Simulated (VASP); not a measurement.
# GaN (P6_3mc) in VASP: a series of runs, part 2 of 2

VASP 6.6.1. Earlier steps stand in the parts before.

**4. Single point, r2SCAN (epitaxial xy strain +1.5%)**

POSCAR reads:

```
GaN
1.0
    3.2308966026      0.0000000000      0.0000000000
   -1.6154483013      2.7980385348      0.0000000000
    0.0000000000      0.0000000000      5.1468938292
Ga N
2 2
Direct
    0.3333333333      0.6666666667     -0.0026396701
    0.6666666667      0.3333333333      0.4973603299
    0.3333333333      0.6666666667      0.3776396701
    0.6666666667      0.3333333333      0.8776396701
```

INCAR.step1 reads:

```
ALGO     = Normal         # electronic algorithm
EDIFF    = 1E-4           # SCF threshold, eV
ENCUT    = 520            # plane-wave cutoff, eV
GGA      = PE             # functional
ISMEAR   = 0              # smearing method
LASPH    = True           # aspherical terms in the spheres
LCHARG   = False          # write CHGCAR
LREAL    = False          # projectors in reciprocal space
LWAVE    = True           # write WAVECAR
NBANDS   = 26             # bands
NELM     = 100            # most SCF steps
PREC     = Accurate       # precision mode
SIGMA    = 0.01           # smearing width, eV
```

INCAR.step2 reads:

```
ALGO     = Normal         # electronic algorithm
EDIFF    = 1E-6           # SCF threshold, eV
ENCUT    = 520            # plane-wave cutoff, eV
ISIF     = 2              # what is computed and relaxed
ISMEAR   = 0              # smearing method
ISTART   = 1            
LASPH    = True           # aspherical terms in the spheres
LCHARG   = False          # write CHGCAR
LMIXTAU  = True         
LREAL    = False          # projectors in reciprocal space
LWAVE    = False          # write WAVECAR
METAGGA  = R2SCAN         # meta-GGA
NBANDS   = 26             # bands
NELM     = 100            # most SCF steps
PREC     = Accurate       # precision mode
SIGMA    = 0.01           # smearing width, eV
```

KPOINTS reads:

```
k-points
0
Gamma
  12 12 6
```

Potentials or basis: VASP PAW PBE potentials, release 64 (Ga_d, N).

On the command line:

```bash
cat potpaw_PBE.64/Ga_d/POTCAR potpaw_PBE.64/N/POTCAR > POTCAR
cp INCAR.step1 INCAR
mpirun -np 1 vasp_std > vasp.out
cp INCAR.step2 INCAR
mpirun -np 1 vasp_std > vasp.out
```

OUTCAR:

```text
EDIFF = 1E-6
   ENCUT = 520
   ISIF = 2
   ISMEAR = 0
   ISTART = 1
   LASPH = True
   LREAL = False
   METAGGA = R2SCAN
   NELM = 100
   PREC = Accurate

 ion  position               nearest neighbor table
   1  0.333  0.667  0.997-   3 1.96   4 1.96   4 1.96   4 1.96
   2  0.667  0.333  0.497-   4 1.96   3 1.96   3 1.96   3 1.96
   3  0.333  0.667  0.378-   1 1.96   2 1.96   2 1.96   2 1.96
   4  0.667  0.333  0.878-   2 1.96   1 1.96   1 1.96   1 1.96

  LATTYP: Found a hexagonal cell.
 ALAT       =     3.2308966026
 C/A-ratio  =     1.5930233809

  Lattice vectors:

 A1 = (   3.2308966026,   0.0000000000,   0.0000000000)
 A2 = (  -1.6154483013,   2.7980385348,   0.0000000000)
 A3 = (   0.0000000000,   0.0000000000,   5.1468938292)

Analysis of symmetry for initial positions (statically):
=====================================================================
 Subroutine PRICEL returns:
 Original cell was already a primitive cell.

 Routine SETGRP: Setting up the symmetry group for a
 hexagonal supercell.

 Subroutine GETGRP returns: Found 12 space group operations
 (whereof  6 operations were pure point group operations)
 out of a pool of 24 trial point group operations.

The static configuration has the point symmetry C_3v.
 The point group associated with its full space group is C_6v.

Analysis of symmetry for dynamics (positions and initial velocities):
=====================================================================
 Subroutine PRICEL returns:
 Original cell was already a primitive cell.

 Routine SETGRP: Setting up the symmetry group for a
 hexagonal supercell.

 Subroutine GETGRP returns: Found 12 space group operations
 (whereof  6 operations were pure point group operations)
 out of a pool of 24 trial point group operations.

The dynamic configuration has the point symmetry C_3v.
 The point group associated with its full space group is C_6v.

 Subroutine INISYM returns: Found 12 space group operations
 (whereof  6 operations are pure point group operations),
 and found     1 'primitive' translations

----------------------------------------------------------------------------------------

                                     Primitive cell

  volume of cell :      46.5288

  direct lattice vectors                    reciprocal lattice vectors
     3.230896603  0.000000000  0.000000000     0.309511607  0.178696610  0.000000000
    -1.615448301  2.798038535  0.000000000     0.000000000  0.357393219  0.000000000
     0.000000000  0.000000000  5.146893829     0.000000000  0.000000000  0.194291943

  length of vectors
     3.230896603  3.230896603  5.146893829     0.357393219  0.357393219  0.194291943

  position of ions in fractional coordinates (direct lattice)
     0.333333333  0.666666667  0.997360330
     0.666666667  0.333333333  0.497360330
     0.333333333  0.666666667  0.377639670
     0.666666667  0.333333333  0.877639670

  ion indices of the primitive-cell ions
   primitive index   ion index
                 1           1
                 2           2
                 3           3
                 4           4

----------------------------------------------------------------------------------------

 KPOINTS: k-points

Automatic generation of k-mesh.
 Grid dimensions read from file:
 generate k-points for:   12   12    6

 Generating k-lattice:

  Cartesian coordinates                     Fractional coordinates (reciprocal lattice)
     0.025792634  0.014891384  0.000000000     0.083333333  0.000000000  0.000000000
     0.000000000  0.029782768  0.000000000     0.000000000  0.083333333  0.000000000
     0.000000000  0.000000000  0.032381990     0.000000000  0.000000000  0.166666667

  Length of vectors
     0.029782768  0.029782768  0.032381990

  Shift w.r.t. Gamma in fractional coordinates (k-lattice)
     0.000000000  0.000000000  0.000000000

 Subroutine IBZKPT returns following result:
 ===========================================

 Found     76 irreducible k-points:

 Following reciprocal coordinates:
            Coordinates               Weight
  0.000000  0.000000  0.000000      1.000000
  0.083333  0.000000  0.000000      6.000000
  0.166667  0.000000  0.000000      6.000000
  0.250000  0.000000  0.000000      6.000000
  0.333333  0.000000  0.000000      6.000000
  0.416667  0.000000  0.000000      6.000000
[... 16 lines left out ...]
  0.250000  0.000000  0.166667     12.000000
  0.333333  0.000000  0.166667     12.000000
 [... further k-points ...]
   k-points           NKPTS =     76   k-points in BZ     NKDIM =     76   number of bands    NBANDS=     26
   number of dos      NEDOS =    301   number of ions     NIONS =      4
   total plane-waves  NPLWV =  23040
   dimension x,y,z NGX =    24 NGY =   24 NGZ =   40
   dimension x,y,z NGXF=    48 NGYF=   48 NGZF=   80
   ions per type =               2   2
   NGX,Y,Z   is equivalent  to a cutoff of  12.35, 12.35, 12.92 a.u.
   NGXF,Y,Z  is equivalent  to a cutoff of  24.70, 24.70, 25.84 a.u.
 SYSTEM =  unknown system
   PREC   = accura    normal or accurate (medium, high low for compatibility)
   ISTART =      1    job   : 0-new  1-cont  2-samecut
   ICHARG =      0    charge: 1-file 2-atom 10-const
   ISPIN  =      1    spin polarized calculation?
   LNONCOLLINEAR =      F non collinear calculations
   LSORBIT =      F    spin-orbit coupling
   LASPH  =      T    aspherical Exc in radial PAW
   ENCUT  =  520.0 eV  38.22 Ry    6.18 a.u.   6.01  6.01  9.57*2*pi/ulx,y,z
   NELM   =    100;   NELMIN=  2; NELMDL=  0     # of ELM steps
   EDIFF  = 0.1E-05   stopping-criterion for ELM
   LREAL  =      F    real-space projection
   EDIFFG = 0.1E-04   stopping-criterion for IOM
   NSW    =      0    number of steps for IOM
   IBRION =     -1    ionic relax: 0-MD 1-quasi-New 2-CG
   NFREE  =      0    steps in history (QN), initial steepest desc. (CG)
   ISIF   =      2    stress and relaxation
   ISYM   =      2    0-nonsym 1-usesym 2-fastsym
   POTIM  = 0.5000    time-step for ionic-motion
   TEBEG  =    0.0;   TEEND  =   0.0 temperature during run
   PSTRESS=    0.0 pullay stress
   NELECT =      36.0000    total number of electrons
   NUPDOWN=      -1.0000    fix difference up-down
   EMIN   =  10.00;   EMAX   =-10.00  energy-range for DOS
   EFERMI =   0.00;   METHOD = LEGACY
   ISMEAR =     0;   SIGMA  =   0.01  broadening in eV -4-tet -1-fermi 0-gaus
   EFERMI_NEDOS =   21; number of points for ismear=-14 and -15
   IALGO  =     38    algorithm
   IMIX   =      4    mixing-type and parameters
     AMIX     =   0.40;   BMIX     =  1.00
     AMIX_MAG =   1.60;   BMIX_MAG =  1.00
  volume/ion in A,a.u.               =      11.63        78.50
  Fermi-wavevector in a.u.,A,eV,Ry     =   1.502917  2.840101 30.732291  2.258760
  Thomas-Fermi vector in A             =   2.614095
   LORBIT       =      0    0 simple, 1 ext, 2 COOP (PROOUT), +10 PAW based schemes
   METAGGA = R2SCAN    functional components
   LHFCALC =     F    Hartree Fock is set to
   AEXX    =    0.0000 exact exchange contribution
   IVDW    =     0    specifies the selected vdW correction
   LEPSILON=     F    determine dielectric tensor
   LRPA    =     F    only Hartree local field effects (RPA)
 non-spin polarized calculation
 Gauss-broadening in eV      SIGMA  =   0.01
  energy-cutoff  :      520.00
  volume of cell :       46.53
 maximum number of plane-waves:      1284
   NGX = 13   NGY = 13   NGZ = 19

 number of electron      35.9999981 magnetization

 Free energy of the ion-electron system (eV)
  ---------------------------------------------------
  ext. energy  EPLUGINS =         0.00000000
  ---------------------------------------------------
  free energy    TOTEN  =       -43.80125309 eV

  energy without entropy =      -43.80125309  energy(sigma->0) =      -43.80125309

 E-fermi :   4.9576     XC(G=0): -12.5289

 val. band max:        4.9055255984   @ k =   0.0000   0.0000   0.0000
 cond. band min:       7.0703639351   @ k =   0.0000   0.0000   0.0000
 fundamental gap:      2.1648383367
 Fermi energy:         4.9576387098

 k-point     1 :       0.0000    0.0000    0.0000
  band No.  band energies     occupation
      1     -11.7599      2.00000
      2     -10.8103      2.00000
      3      -8.9514      2.00000
      4      -8.9399      2.00000
      5      -8.9399      2.00000
      6      -8.8734      2.00000
[... 18 lines left out ...]
     25      17.0412      0.00000
     26      17.0413      0.00000
[... 644 lines left out ...]
      4      -8.8593      2.00000
      5      -8.7934      2.00000
      6      -8.7374      2.00000
[... 18 lines left out ...]
     25      16.8243      0.00000
     26      18.6212      0.00000

 [... further k-points ...]
[... 5 lines left out ...]
  --------------------------------------------------------------------------------------
  -------------------------------------------------------------------------------------
  Total       -1.5634054     -1.5634054      0.2611634      0.0000000      0.0000000      0.0000000
  in kB      -53.8344432    -53.8344432      8.9929232      0.0000000      0.0000000      0.0000000
  external PRESSURE =     -32.8919877 kB  Pullay stress =       0.0000000 kB

 VOLUME and BASIS-vectors are now :
 -----------------------------------------------------------------------------
  energy-cutoff  :      520.00
  volume of cell :       46.53
      direct lattice vectors                 reciprocal lattice vectors
     3.230896603  0.000000000  0.000000000     0.309511607  0.178696610  0.000000000
    -1.615448301  2.798038535  0.000000000     0.000000000  0.357393219  0.000000000
     0.000000000  0.000000000  5.146893829     0.000000000  0.000000000  0.194291943

 POSITION                                       TOTAL-FORCE (eV/Angst)
 -----------------------------------------------------------------------------------
     -0.00000      1.86536      5.13331        -0.000000      0.000000     -0.014227
      1.61545      0.93268      2.55986        -0.000000      0.000000     -0.014227
     -0.00000      1.86536      1.94367         0.000000      0.000000      0.014227
      1.61545      0.93268      4.51712         0.000000     -0.000000      0.014227
 -----------------------------------------------------------------------------------
    total drift:                                0.000002      0.000004     -0.024516

  FREE ENERGIE OF THE ION-ELECTRON SYSTEM (eV)
  ---------------------------------------------------
  free  energy   TOTEN  =       -43.8012530899 eV

  energy  without entropy=      -43.8012530899  energy(sigma->0) =      -43.80125309
```

Wall time 1.7 min (1 thread of Intel Xeon 6975P-C (Granite Rapids), shared host); peak memory 0.22 GiB.

Results:

```yaml
Free_energy: -43.8013 eV
Pressure: -3.3 GPa
Largest_force: 0.014 eV/Å
Band_gap_on_the_k_mesh: 2.16 eV, direct
```

Forces in eV/Å, atoms in the order of the input:
```
Ga   0.000  0.000 -0.014
Ga   0.000  0.000 -0.014
N    0.000  0.000  0.014
N    0.000  0.000  0.014
```

Stress tensor (GPa, compression positive):
```
-5.38  0.00  0.00
 0.00 -5.38  0.00
 0.00  0.00  0.90
```

Caveat: the cell differs from its parent crystal (epitaxial xy strain +1.5%); the PAW data sets were made with another functional, which shifts forces and pressure a little.

**5. Single point, r2SCAN (uniaxial z strain +3.0%)**

POSCAR reads:

```
GaN
1.0
    3.1831493621      0.0000000000      0.0000000000
   -1.5915746810      2.7566882117      0.0000000000
    0.0000000000      0.0000000000      5.3391338837
Ga N
2 2
Direct
    0.3333333333      0.6666666667      0.0010174803
    0.6666666667      0.3333333333      0.5010174803
    0.3333333333      0.6666666667      0.3739825197
    0.6666666667      0.3333333333      0.8739825197
```

INCAR.step1 reads:

```
SYSTEM = GaN
ALGO = Normal
EDIFF = 1E-4
ENCUT = 520
GGA = PE
ISMEAR = 0
LASPH = .True.
LCHARG = .False.
LREAL = .False.
LWAVE = .True.
NBANDS = 26
NELM = 80
PREC = Accurate
SIGMA = 0.01
```

INCAR.step2 reads:

```
SYSTEM = GaN
ALGO = Normal
EDIFF = 1E-6
ENCUT = 520
ISIF = 2
ISMEAR = 0
ISTART = 1
LASPH = .True.
LCHARG = .False.
LMIXTAU = .True.
LREAL = .False.
LWAVE = .False.
METAGGA = R2SCAN
NBANDS = 26
NELM = 80
PREC = Accurate
SIGMA = 0.01
```

KPOINTS reads:

```
k-points
0
Gamma
  12 12 6
  0 0 0
```

Potentials or basis: VASP PAW PBE potentials, release 64 (Ga_d, N).

On the command line:

```bash
cat potpaw_PBE.64/Ga_d/POTCAR potpaw_PBE.64/N/POTCAR > POTCAR
cp INCAR.step1 INCAR
mpirun -np 1 vasp_std > vasp.out
cp INCAR.step2 INCAR
mpirun -np 1 vasp_std > vasp.out
```

OUTCAR:

```text
SYSTEM = GaN
   EDIFF = 1E-6
   ENCUT = 520
   ISIF = 2
   ISMEAR = 0
   ISTART = 1
   LASPH = .True.
   LREAL = .False.
   METAGGA = R2SCAN
   NELM = 80
   PREC = Accurate

 ion  position               nearest neighbor table
   1  0.333  0.667  0.001-   4 1.96   4 1.96   4 1.96   3 1.99
   2  0.667  0.333  0.501-   3 1.96   3 1.96   3 1.96   4 1.99
   3  0.333  0.667  0.374-   2 1.96   2 1.96   2 1.96   1 1.99
   4  0.667  0.333  0.874-   1 1.96   1 1.96   1 1.96   2 1.99

  LATTYP: Found a hexagonal cell.
 ALAT       =     3.1831493621
 C/A-ratio  =     1.6773117678

  Lattice vectors:

 A1 = (   3.1831493621,   0.0000000000,   0.0000000000)
 A2 = (  -1.5915746810,   2.7566882117,   0.0000000000)
 A3 = (   0.0000000000,   0.0000000000,   5.3391338837)

Analysis of symmetry for initial positions (statically):
=====================================================================
 Subroutine PRICEL returns:
 Original cell was already a primitive cell.

 Routine SETGRP: Setting up the symmetry group for a
 hexagonal supercell.

[... 167 lines left out ...]
  ext. energy  EPLUGINS =         0.00000000
  ---------------------------------------------------
  free energy    TOTEN  =       -43.78132789 eV

  energy without entropy =      -43.78132789  energy(sigma->0) =      -43.78132789

 E-fermi :   4.9496     XC(G=0): -12.4925

 val. band max:        4.8408479149   @ k =   0.0000   0.0000   0.0000
 cond. band min:       6.8555513026   @ k =   0.0000   0.0000   0.0000
 fundamental gap:      2.0147033877
 Fermi energy:         4.9496455033

 k-point     1 :       0.0000    0.0000    0.0000
  band No.  band energies     occupation
      1     -11.7759      2.00000
      2     -10.8806      2.00000
      3      -9.0377      2.00000
      4      -9.0203      2.00000
      5      -9.0203      2.00000
      6      -8.9623      2.00000
[... 685 lines left out ...]
     25      16.7389      0.00000
     26      18.3552      0.00000

 [... further k-points ...]
[... 5 lines left out ...]
  --------------------------------------------------------------------------------------
  -------------------------------------------------------------------------------------
  Total       -0.3877197     -0.3877197     -3.0773273     -0.0000000      0.0000000     -0.0000000
  in kB      -13.2590658    -13.2590658   -105.2370822     -0.0000000      0.0000000     -0.0000000
  external PRESSURE =     -43.9184046 kB  Pullay stress =       0.0000000 kB

 VOLUME and BASIS-vectors are now :
 -----------------------------------------------------------------------------
  energy-cutoff  :      520.00
  volume of cell :       46.85
      direct lattice vectors                 reciprocal lattice vectors
     3.183149362  0.000000000  0.000000000     0.314154281  0.181377059  0.000000000
    -1.591574681  2.756688212  0.000000000     0.000000000  0.362754118  0.000000000
     0.000000000  0.000000000  5.339133884     0.000000000  0.000000000  0.187296296

 POSITION                                       TOTAL-FORCE (eV/Angst)
 -----------------------------------------------------------------------------------
     -0.00000      1.83779      0.00543        -0.000000     -0.000000      0.011890
      1.59157      0.91890      2.67500         0.000000      0.000000      0.011890
     -0.00000      1.83779      1.99674         0.000000      0.000000     -0.011890
      1.59157      0.91890      4.66631         0.000000     -0.000000     -0.011890
 -----------------------------------------------------------------------------------
    total drift:                                0.000002      0.000004      0.011440

  FREE ENERGIE OF THE ION-ELECTRON SYSTEM (eV)
  ---------------------------------------------------
  free  energy   TOTEN  =       -43.7813278850 eV

  energy  without entropy=      -43.7813278850  energy(sigma->0) =      -43.78132789
```

OSZICAR.step1:

```text
N       E                     dE             d eps       ncg     rms          rms(c)
DAV:   1     0.281566475535E+03    0.28157E+03   -0.17579E+04  4298   0.256E+03
DAV:   2     0.822302794279E+01   -0.27334E+03   -0.25785E+03  4336   0.491E+02
DAV:   3    -0.270158602259E+02   -0.35239E+02   -0.34721E+02  4716   0.143E+02
DAV:   4    -0.282146705692E+02   -0.11988E+01   -0.11937E+01  4682   0.283E+01
DAV:   5    -0.282420914016E+02   -0.27421E-01   -0.27392E-01  4848   0.406E+00    0.108E+01
DAV:   6    -0.242307227597E+02    0.40114E+01   -0.10226E+01  6530   0.481E+01    0.308E+00
DAV:   7    -0.243226296488E+02   -0.91907E-01   -0.13564E+00  4208   0.901E+00    0.269E+00
DAV:   8    -0.243169322415E+02    0.56974E-02   -0.15322E-01  6522   0.481E+00    0.789E-01
DAV:   9    -0.243034698272E+02    0.13462E-01   -0.43977E-02  6274   0.346E+00    0.371E-01
DAV:  10    -0.243039594665E+02   -0.48964E-03   -0.50422E-03  4164   0.426E-01    0.817E-02
DAV:  11    -0.243039469136E+02    0.12553E-04   -0.23378E-04  4150   0.294E-01
   1 F= -.24303947E+02 E0= -.24303947E+02  d E =-.353123E-33
```

Run time: 93 s. Hardware: 1 thread of Intel Xeon 6975P-C (Granite Rapids), shared host; peak memory 0.22 GiB.

Results:

| Property | Result |
| --- | --- |
| Free energy | -43.7813 eV |
| Pressure | -4.4 GPa |
| Largest force | 0.012 eV/Å |
| Band gap on the k mesh | 2.01 eV, direct |

Forces on the atoms (eV/Å):
```
Ga   0.000  0.000  0.012
Ga   0.000  0.000  0.012
N    0.000  0.000 -0.012
N    0.000  0.000 -0.012
```

Caveat: the cell differs from its parent crystal (uniaxial z strain +3.0%); the PAW data sets were made with another functional, which shifts forces and pressure a little.

**6. Overview**

```csv
cell,gap on the mesh (eV),pressure (GPa),largest force (eV/Å)
"a = 3.024, b = 3.024, c = 4.924 Å, angles 90.0, 90.0, 120.0°, 4 atoms",3.40,43.8,0.01
"a = 3.183, b = 3.183, c = 5.184 Å, angles 90.0, 90.0, 120.0°, 4 atoms",2.34,1.1,-
"a = 3.231, b = 3.231, c = 5.147 Å, angles 90.0, 90.0, 120.0°, 4 atoms",2.16,-3.3,0.01
"a = 3.183, b = 3.183, c = 5.339 Å, angles 90.0, 90.0, 120.0°, 4 atoms",2.01,-4.4,0.01
```

Alike in all rows: task single point; level r2SCAN; potentials or basis VASP PAW PBE potentials, release 64 (Ga_d, N); no spin polarisation; k mesh 12 × 12 × 6; cutoff (eV) 520; smearing gaussian 0.01 eV.

Caveats: the PAW data sets were made with another functional, which shifts forces and pressure a little.

Total energies depend on the potentials used, so only differences within one code and one set of settings carry meaning.
